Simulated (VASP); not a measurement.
# Zn: relaxation of cell and atoms with PBE

Crystal: Zn.

```
CELL_PARAMETERS angstrom
2.49487 0.00000 0.00000
-1.24744 2.16062 0.00000
0.00000 0.00000 4.04170
ATOMIC_POSITIONS crystal
Zn 0.33333 0.66667 0.25000
Zn 0.66667 0.33333 0.75000
```

* Program: VASP 6.6.1
* Task: relaxation of cell and atoms
* Functional: PBE
* Potentials or basis: VASP PAW PBE potentials, release 64 (Zn)
* Cutoff: 600 eV
* k mesh: 18 × 18 × 10
* Occupations: fermi-dirac, width 0.05 eV
* Spin: no spin polarisation
* Target pressure: 54 GPa
* Dipole correction: no
* Further INCAR settings: ALGO = Normal; EDIFF = 1e-06; IBRION = 2; EDIFFG = -0.005; NSW = 60; ISIF = 3

- Relaxed volume: 10.86 Å³/atom
- Relaxed cell: a = 2.480 Å, b = 2.480 Å, c = 4.079 Å, α = 90.00°, β = 90.00°, γ = 120.00°
- Space group after relaxing (to 0.05 Å): P6_3/mmc (No. 194)
- Energy change on relaxing (the enthalpy is what falls): +8.4 meV/atom
- Ionic steps: 10
- Pressure after relaxing: 54.0 GPa
- Band gap on the k mesh: zero (band 12 reaches 7.95 eV, above the bottom of band 13 at 5.14 eV)

Step by step:
```csv
step,energy change (eV),largest force (eV/Å),pressure (GPa),volume (Å³)
1,0.0000,0.0000,53.14,21.79
2,0.0604,0.0000,56.03,21.60
3,0.0492,0.0000,55.37,21.63
4,-0.0015,0.0000,53.34,21.78
5,0.0200,0.0000,54.06,21.72
6,0.0215,0.0000,54.19,21.71
7,0.0210,0.0000,54.19,21.72
8,0.0142,0.0000,53.68,21.74
9,0.0188,0.0000,54.28,21.72
10,0.0169,0.0000,54.00,21.73
```

Final structure:
```cif
data_structure
_symmetry_space_group_name_H-M 'P 1'
_symmetry_Int_Tables_number 1
_cell_length_a 2.4801
_cell_length_b 2.4801
_cell_length_c 4.0789
_cell_angle_alpha 90.000
_cell_angle_beta 90.000
_cell_angle_gamma 120.000
_cell_volume 21.73
loop_
_atom_site_label
_atom_site_type_symbol
_atom_site_fract_x
_atom_site_fract_y
_atom_site_fract_z
_atom_site_occupancy
Zn1 Zn 0.33333 0.66667 0.25000 1
Zn2 Zn 0.66667 0.33333 0.75000 1
```

Levels at points of the mesh, in eV from the Fermi level:
```tsv
k point	band 8	band 9	band 10	band 11	band 12	band 13	band 14	band 15	band 16
(0.00, 0.00, 0.00)	-8.80	-8.80	-8.16	-8.16	-5.07	-1.25	18.94	18.94	19.57
(0.50, 0.00, 0.00)	-8.06	-8.05	-7.98	-4.83	-3.36	3.81	4.23	6.68	6.95
(0.00, 0.00, 0.50)	-9.25	-8.36	-8.36	-8.36	-8.36	8.57	8.57	20.38	20.38
(0.50, 0.00, 0.50)	-8.20	-8.01	-8.01	-3.66	-3.66	0.19	0.19	12.95	12.95
```

Run time: 2.3 min on 1 thread of Intel(R) Xeon(R) 6975P-C (Granite Rapids) (shared host), peak memory 0.2 GiB.

Caveat: the cell is relaxed towards a set pressure, so the enthalpy falls and the energy may rise.
